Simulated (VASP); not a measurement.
# I (P6/mmm) in VASP: notebook

Runs on I. Level: PBE. Tasks: single point.

All numbers are computed with VASP 6.6.1; they aren't measurements. Logs are shortened: lines on timing, memory, paths and dates and some standing lists are left out, and cuts for length are marked.

### Step 1. The cell of the first run

The structure is hexagonal, space group P6/mmm (No. 191). Conventional cell: a = 4.435 Å, b = 4.435 Å, c = 2.926 Å, α = 90.00°, β = 90.00°, γ = 120.00°. I (site symmetry 6/mmm) has 2 I at 2.93 Å within 3.9 Å.

### Step 2. Single point, PBE

The input, INCAR:

```
SYSTEM = I
PREC     = Accurate       ! precision mode
ENCUT    = 520            ! plane-wave cutoff, eV
EDIFF    = 1E-6           ! SCF threshold, eV
ISMEAR   = -1             ! smearing method
SIGMA    = 0.08           ! smearing width, eV
LREAL    = .FALSE.        ! projectors in reciprocal space
LASPH    = .TRUE.         ! aspherical terms in the spheres
NELM     = 100            ! most SCF steps
ALGO     = Normal         ! electronic algorithm
ISIF     = 2              ! what is computed and relaxed
LWAVE    = .FALSE.        ! write WAVECAR
LCHARG   = .FALSE.        ! write CHGCAR
GGA      = PE             ! functional
NBANDS   = 10             ! bands
```

The input, KPOINTS:

```
Automatic mesh
0
G
  12 12 12
  0 0 0
```

The input, POSCAR:

```
I
1.0
    4.4350312643      0.0000000000      0.0000000000
   -2.2175156321      3.8408497415      0.0000000000
    0.0000000000      0.0000000000      2.9260547095
I
1
Direct
    0.0000000000      0.0000000000      0.0000000000
```

Potentials or basis: VASP PAW PBE potentials, release 64 (I).

Run with:

```sh
$ cat potpaw_PBE.64/I/POTCAR > POTCAR
$ mpirun -np 1 vasp_std > vasp.out
```

OUTCAR:

```text
SYSTEM = I
   PREC = Accurate
   ENCUT = 520
   EDIFF = 1E-6
   ISMEAR = -1
   LREAL = .FALSE.
   LASPH = .TRUE.
   NELM = 100
   ISIF = 2
   GGA = PE

 ion  position               nearest neighbor table
   1  0.000  0.000  0.000-

  LATTYP: Found a hexagonal cell.
 ALAT       =     4.4350312643
 C/A-ratio  =     0.6597596579

  Lattice vectors:

 A1 = (   4.4350312643,   0.0000000000,   0.0000000000)
 A2 = (  -2.2175156321,   3.8408497415,   0.0000000000)
 A3 = (   0.0000000000,   0.0000000000,   2.9260547095)

Analysis of symmetry for initial positions (statically):
=====================================================================
 Subroutine PRICEL returns:
 Original cell was already a primitive cell.

 Routine SETGRP: Setting up the symmetry group for a
 hexagonal supercell.

 Subroutine GETGRP returns: Found 24 space group operations
 (whereof 24 operations were pure point group operations)
 out of a pool of 24 trial point group operations.

The static configuration has the point symmetry D_6h.

Analysis of symmetry for dynamics (positions and initial velocities):
=====================================================================
 Subroutine PRICEL returns:
 Original cell was already a primitive cell.

 Routine SETGRP: Setting up the symmetry group for a
 hexagonal supercell.

 Subroutine GETGRP returns: Found 24 space group operations
 (whereof 24 operations were pure point group operations)
 out of a pool of 24 trial point group operations.

The dynamic configuration has the point symmetry D_6h.

 Subroutine INISYM returns: Found 24 space group operations
 (whereof 24 operations are pure point group operations),
 and found     1 'primitive' translations

----------------------------------------------------------------------------------------

                                     Primitive cell

  volume of cell :      49.8433

  direct lattice vectors                    reciprocal lattice vectors
     4.435031264  0.000000000  0.000000000     0.225477554  0.130179526  0.000000000
    -2.217515632  3.840849742  0.000000000     0.000000000  0.260359053  0.000000000
     0.000000000  0.000000000  2.926054709     0.000000000  0.000000000  0.341757110

  length of vectors
     4.435031264  4.435031264  2.926054709     0.260359053  0.260359053  0.341757110

  position of ions in fractional coordinates (direct lattice)
     0.000000000  0.000000000  0.000000000

  ion indices of the primitive-cell ions
   primitive index   ion index
                 1           1

----------------------------------------------------------------------------------------

 KPOINTS: Automatic mesh

Automatic generation of k-mesh.
 Grid dimensions read from file:
 generate k-points for:   12   12   12

 Generating k-lattice:

  Cartesian coordinates                     Fractional coordinates (reciprocal lattice)
     0.018789796  0.010848294  0.000000000     0.083333333  0.000000000  0.000000000
     0.000000000  0.021696588  0.000000000     0.000000000  0.083333333  0.000000000
     0.000000000  0.000000000  0.028479759     0.000000000  0.000000000  0.083333333

  Length of vectors
     0.021696588  0.021696588  0.028479759

  Shift w.r.t. Gamma in fractional coordinates (k-lattice)
     0.000000000  0.000000000  0.000000000

 Subroutine IBZKPT returns following result:
 ===========================================

 Found    133 irreducible k-points:

 Following reciprocal coordinates:
            Coordinates               Weight
  0.000000  0.000000  0.000000      1.000000
  0.083333 -0.000000  0.000000      6.000000
  0.166667  0.000000  0.000000      6.000000
  0.250000 -0.000000  0.000000      6.000000
  0.333333  0.000000  0.000000      6.000000
  0.416667  0.000000  0.000000      6.000000
[... 16 lines left out ...]
  0.250000 -0.000000  0.083333     12.000000
  0.333333  0.000000  0.083333     12.000000
 [... further k-points ...]
   k-points           NKPTS =    133   k-points in BZ     NKDIM =    133   number of bands    NBANDS=     10
   number of dos      NEDOS =    301   number of ions     NIONS =      1
   total plane-waves  NPLWV =  31104
   dimension x,y,z NGX =    36 NGY =   36 NGZ =   24
   dimension x,y,z NGXF=    72 NGYF=   72 NGZF=   48
   ions per type =               1
   NGX,Y,Z   is equivalent  to a cutoff of  13.49, 13.49, 13.64 a.u.
   NGXF,Y,Z  is equivalent  to a cutoff of  26.99, 26.99, 27.27 a.u.
 SYSTEM =  I
   PREC   = accura    normal or accurate (medium, high low for compatibility)
   ISTART =      0    job   : 0-new  1-cont  2-samecut
   ICHARG =      2    charge: 1-file 2-atom 10-const
   ISPIN  =      1    spin polarized calculation?
   LNONCOLLINEAR =      F non collinear calculations
   LSORBIT =      F    spin-orbit coupling
   LASPH  =      T    aspherical Exc in radial PAW
   ENCUT  =  520.0 eV  38.22 Ry    6.18 a.u.   8.25  8.25  5.44*2*pi/ulx,y,z
   NELM   =    100;   NELMIN=  2; NELMDL= -5     # of ELM steps
   EDIFF  = 0.1E-05   stopping-criterion for ELM
   LREAL  =      F    real-space projection
   EDIFFG = 0.1E-04   stopping-criterion for IOM
   NSW    =      0    number of steps for IOM
   IBRION =     -1    ionic relax: 0-MD 1-quasi-New 2-CG
   NFREE  =      0    steps in history (QN), initial steepest desc. (CG)
   ISIF   =      2    stress and relaxation
   ISYM   =      2    0-nonsym 1-usesym 2-fastsym
   POTIM  = 0.5000    time-step for ionic-motion
   TEBEG  =    0.0;   TEEND  =   0.0 temperature during run
   PSTRESS=    0.0 pullay stress
   NELECT =       7.0000    total number of electrons
   NUPDOWN=      -1.0000    fix difference up-down
   EMIN   =  10.00;   EMAX   =-10.00  energy-range for DOS
   EFERMI =   0.00;   METHOD = LEGACY
   ISMEAR =    -1;   SIGMA  =   0.08  broadening in eV -4-tet -1-fermi 0-gaus
   EFERMI_NEDOS =   21; number of points for ismear=-14 and -15
   IALGO  =     38    algorithm
   IMIX   =      4    mixing-type and parameters
     AMIX     =   0.40;   BMIX     =  1.00
     AMIX_MAG =   1.60;   BMIX_MAG =  1.00
  volume/ion in A,a.u.               =      49.84       336.36
  Fermi-wavevector in a.u.,A,eV,Ry     =   0.850953  1.608067  9.852255  0.724120
  Thomas-Fermi vector in A             =   1.967010
   LORBIT       =      0    0 simple, 1 ext, 2 COOP (PROOUT), +10 PAW based schemes
   GGA     = PE    functional components
   LHFCALC =     F    Hartree Fock is set to
   AEXX    =    0.0000 exact exchange contribution
   IVDW    =     0    specifies the selected vdW correction
   LEPSILON=     F    determine dielectric tensor
   LRPA    =     F    only Hartree local field effects (RPA)
 non-spin polarized calculation
  energy-cutoff  :      520.00
  volume of cell :       49.84
 maximum number of plane-waves:      1362
 NGX is ok and might be reduce to    36

 number of electron       6.9999999 magnetization

 Free energy of the ion-electron system (eV)
  ---------------------------------------------------
  ext. energy  EPLUGINS =         0.00000000
  ---------------------------------------------------
  free energy    TOTEN  =        -1.45970481 eV

  energy without entropy =       -1.44294797  energy(sigma->0) =       -1.45132639

 E-fermi :   1.3225     XC(G=0):  -7.2663

 val. band max:        1.3088064527   @ k =   0.3333   0.0833   0.5000
 cond. band min:       1.3250328939   @ k =   0.5000  -0.0000   0.5000
 fundamental gap:      0.0162264412
 Fermi energy:         1.3224548655

 k-point     1 :       0.0000    0.0000    0.0000
  band No.  band energies     occupation
      1     -11.9963      2.00000
      2      -0.3196      2.00000
      3      -0.3196      2.00000
      4       4.8501      0.00000
      5       5.6019      0.00000
      6       9.1645      0.00000
      7       9.1645      0.00000
      8      11.2969      0.00000
      9      11.8914      0.00000
     10      18.9663      0.00000

 k-point     2 :       0.0833   -0.0000    0.0000
  band No.  band energies     occupation
      1     -11.9845      2.00000
      2      -0.4588      2.00000
      3      -0.3462      2.00000
      4       4.8587      0.00000
      5       5.8252      0.00000
      6       8.9020      0.00000
      7       9.3149      0.00000
      8      11.3211      0.00000
      9      12.3772      0.00000
     10      18.8001      0.00000

 k-point     3 :       0.1667    0.0000    0.0000
  band No.  band energies     occupation
      1     -11.9520      2.00000
      2      -0.8025      2.00000
      3      -0.4169      2.00000
      4       4.8825      0.00000
      5       6.3631      0.00000
      6       8.5014      0.00000
      7       9.7555      0.00000
      8      11.3886      0.00000
      9      13.5023      0.00000
     10      18.3408      0.00000

 k-point     4 :       0.2500   -0.0000    0.0000
  band No.  band energies     occupation
      1     -11.9066      2.00000
      2      -1.2106      2.00000
      3      -0.5096      2.00000
      4       4.9153      0.00000
      5       6.7788      0.00000
      6       8.5605      0.00000
      7      10.4587      0.00000
      8      11.4837      0.00000
      9      14.9490      0.00000
     10      17.8420      0.00000

 k-point     5 :       0.3333    0.0000    0.0000
  band No.  band energies     occupation
      1     -11.8601      2.00000
      2      -1.5703      2.00000
      3      -0.5982      2.00000
      4       4.9487      0.00000
      5       6.7438      0.00000
      6       9.3661      0.00000
      7      11.3856      0.00000
      8      11.5754      0.00000
      9      16.5303      0.00000
     10      16.9903      0.00000

 k-point     6 :       0.4167    0.0000    0.0000
  band No.  band energies     occupation
      1     -11.8254      2.00000
      2      -1.8114      2.00000
      3      -0.6607      2.00000
      4       4.9734      0.00000
      5       6.6011      0.00000
      6      10.4340      0.00000
      7      11.6023      0.00000
      8      12.4738      0.00000
      9      15.5009      0.00000
     10      15.5478      0.00000
[... 183 lines left out ...]
 k-point    21 :       0.0833   -0.0000    0.0833
  band No.  band energies     occupation
      1     -11.8769      2.00000
      2      -0.3596      2.00000
      3      -0.2478      2.00000
      4       3.8157      0.00000
      5       5.9412      0.00000
      6       9.0114      0.00000
      7       9.4227      0.00000
      8      12.4861      0.00000
      9      12.4943      0.00000
     10      16.4504      0.00000

 k-point    22 :       0.1667    0.0000    0.0833
  band No.  band energies     occupation
      1     -11.8443      2.00000
      2      -0.7016      2.00000
      3      -0.3182      2.00000
      4       3.8442      0.00000
      5       6.4768      0.00000
      6       8.6107      0.00000
      7       9.8618      0.00000
      8      12.5374      0.00000
      9      13.6163      0.00000
     10      15.9931      0.00000

 k-point    23 :       0.2500   -0.0000    0.0833
  band No.  band energies     occupation
      1     -11.7990      2.00000
      2      -1.1079      2.00000
      3      -0.4105      2.00000
      4       3.8838      0.00000
      5       6.8926      0.00000
      6       8.6649      0.00000
      7      10.5623      0.00000
      8      12.6058      0.00000
      9      15.0525      0.00000
     10      15.5043      0.00000

 k-point    24 :       0.3333    0.0000    0.0833
  band No.  band energies     occupation
      1     -11.7526      2.00000
      2      -1.4664      2.00000
      3      -0.4987      2.00000
      4       3.9242      0.00000
      5       6.8589      0.00000
      6       9.4614      0.00000
      7      11.4850      0.00000
      8      12.6575      0.00000
      9      15.0781      0.00000
     10      16.1415      0.00000

 [... further k-points ...]
[... 5 lines left out ...]
  --------------------------------------------------------------------------------------
  -------------------------------------------------------------------------------------
  Total        0.0549693      0.0549693      0.0098047      0.0000000     -0.0000000      0.0000000
  in kB        1.7669502      1.7669502      0.3151653      0.0000000     -0.0000000      0.0000000
  external PRESSURE =       1.2830219 kB  Pullay stress =       0.0000000 kB

 VOLUME and BASIS-vectors are now :
 -----------------------------------------------------------------------------
  energy-cutoff  :      520.00
  volume of cell :       49.84
      direct lattice vectors                 reciprocal lattice vectors
     4.435031264  0.000000000  0.000000000     0.225477554  0.130179526  0.000000000
    -2.217515632  3.840849742  0.000000000     0.000000000  0.260359053  0.000000000
     0.000000000  0.000000000  2.926054709     0.000000000  0.000000000  0.341757110

 POSITION                                       TOTAL-FORCE (eV/Angst)
 -----------------------------------------------------------------------------------
      0.00000      0.00000      0.00000         0.000000      0.000000      0.000000
 -----------------------------------------------------------------------------------
    total drift:                                0.000000      0.000000      0.000000

  FREE ENERGIE OF THE ION-ELECTRON SYSTEM (eV)
  ---------------------------------------------------
  free  energy   TOTEN  =        -1.4597048100 eV

  energy  without entropy=       -1.4429479691  energy(sigma->0) =       -1.45132639
```

It took 15 s on 1 thread of Intel Xeon 6975P-C (Granite Rapids), shared host; peak memory 0.21 GiB.

What came out:

* Free energy: -1.4597 eV
* Pressure: 0.1 GPa

Caveat: spin-orbit coupling is left out, which moves the levels of the heavy elements; an odd number of electrons without spin polarisation forces a metal; a magnetic or distorted state may lie lower.

### Step 3. Single point, PBE

The input, INCAR:

```
SYSTEM = I
PREC = Accurate ; ENCUT = 520
EDIFF = 1E-7 ; ISMEAR = -1
SIGMA = 0.08 ; LREAL = .FALSE.
LASPH = .TRUE. ; NELM = 60
ALGO = Normal ; ISIF = 2
LWAVE = .FALSE. ; LCHARG = .TRUE.
GGA = PE ; LELF = .TRUE.
LVHAR = .TRUE. ; NBANDS = 10
```

The input, KPOINTS:

```
regular mesh
0
G
  12 12 12
  0 0 0
```

The input, POSCAR:

```
I
1.0
    4.4350312643      0.0000000000      0.0000000000
   -2.2175156322      3.8408497414      0.0000000000
    0.0000000000      0.0000000000      2.9260547095
I
1
Direct
    0.0000000000      0.0000000000      0.0000000000
```

Potentials or basis: VASP PAW PBE potentials, release 64 (I).

Run with:

```sh
$ cat potpaw_PBE.64/I/POTCAR > POTCAR
$ mpirun -np 1 vasp_std > vasp.out
```

Run time: 19 s. Hardware: 1 thread of Intel Xeon 6975P-C (Granite Rapids), shared host; peak memory 0.21 GiB.

It converged, with:

| Quantity | Value |
| --- | --- |
| Free energy | -1.4597 eV |
| Pressure | 0.1 GPa |

Stress tensor (GPa, compression positive):
```
0.18 0.00 0.00
0.00 0.18 0.00
0.00 0.00 0.03
```

Levels at points of the mesh, in eV from the Fermi level:
```tsv
k point	band 1	band 2	band 3	band 4	band 5	band 6	band 7
(0.00, 0.00, 0.00)	-13.32	-1.64	-1.64	3.53	4.28	7.84	7.84
(0.50, 0.00, 0.00)	-13.14	-3.22	-2.01	3.66	5.22	9.79	10.16
(0.00, 0.00, 0.50)	-10.82	-5.42	0.30	0.30	8.24	8.24	8.29
(0.50, 0.00, 0.50)	-10.64	-5.22	-0.98	0.00	5.13	7.50	8.70
```

Caveat: spin-orbit coupling is left out, which moves the levels of the heavy elements; an odd number of electrons without spin polarisation forces a metal; a magnetic or distorted state may lie lower.
